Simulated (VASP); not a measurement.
Set up this calculation in VASP 6.6.1, as the native input.

```
Task                   : single point
Functional             : PBE
Dispersion             : D4
Potentials or basis    : VASP PAW PBE potentials, release 64 (Mo_sv, S)
Cutoff                 : 690 eV
k mesh                 : 13 × 13 × 3
Occupations            : gaussian, width 0.03 eV
Spin                   : no spin polarisation
Tolerance level        : tight
Purpose                : forces
Further INCAR settings : ALGO = Normal; EDIFF = 1e-08; NBANDS = 54
```

The structure of MoS2 lies in POSCAR:

```
MoS2
1.0
    3.1690000000      0.0000000000      0.0000000000
   -1.5845000000      2.7444345046      0.0000000000
    0.0000000000      0.0000000000     12.2007600000
Mo S
2 4
Direct
    0.6666666700      0.3333333300      0.7500000000
    0.3333333300      0.6666666700      0.2500000000
    0.6666666700      0.3333333300      0.3770000000
    0.3333333300      0.6666666700      0.8770000000
    0.6666666700      0.3333333300      0.1230000000
    0.3333333300      0.6666666700      0.6270571200
```

This cell differs from its parent crystal: last atom moved by 0.05 Å along z, cell strained by -1.0% along z.

One way to write it, as run:

INCAR

```
ALGO = Normal ; EDIFF = 1E-8
EFERMI = MIDGAP ; ENCUT = 690
GGA = PE ; GGA_COMPAT = F
ISIF = 2 ; ISMEAR = 0
IVDW = 13 ; LASPH = T
LCHARG = F ; LREAL = F
LWAVE = F ; NBANDS = 54
NELM = 120 ; PREC = Accurate
SIGMA = 0.03
```

KPOINTS

```
Automatic mesh
0
Gamma
  13 13 3
  0 0 0
```

Potentials or basis: VASP PAW PBE potentials, release 64 (Mo_sv, S).

The run is started by

```console
$ cat potpaw_PBE.64/Mo_sv/POTCAR potpaw_PBE.64/S/POTCAR > POTCAR
$ mpirun -np 1 vasp_std > vasp.out
```

It gave:

```
Pressure                   : 1.2 GPa
Largest force              : 1.110 eV/Å
Band gap on the k mesh     : 0.90 eV (least direct gap 1.72 eV)
Dispersion energy per atom : -0.429 eV
```

Caveat: the cell differs from its parent crystal (last atom moved by 0.05 Å along z, cell strained by -1.0% along z); an odd mesh through Γ misses points on the zone boundary, where band edges can lie; forces of over 1 eV/Å act on the atoms, so gaps and moduli don't describe the material at rest.

Run time: 21 min on 1 thread of AMD EPYC 7R43 64-Core Processor (Zen 3) (shared host), peak memory 0.46 GiB.
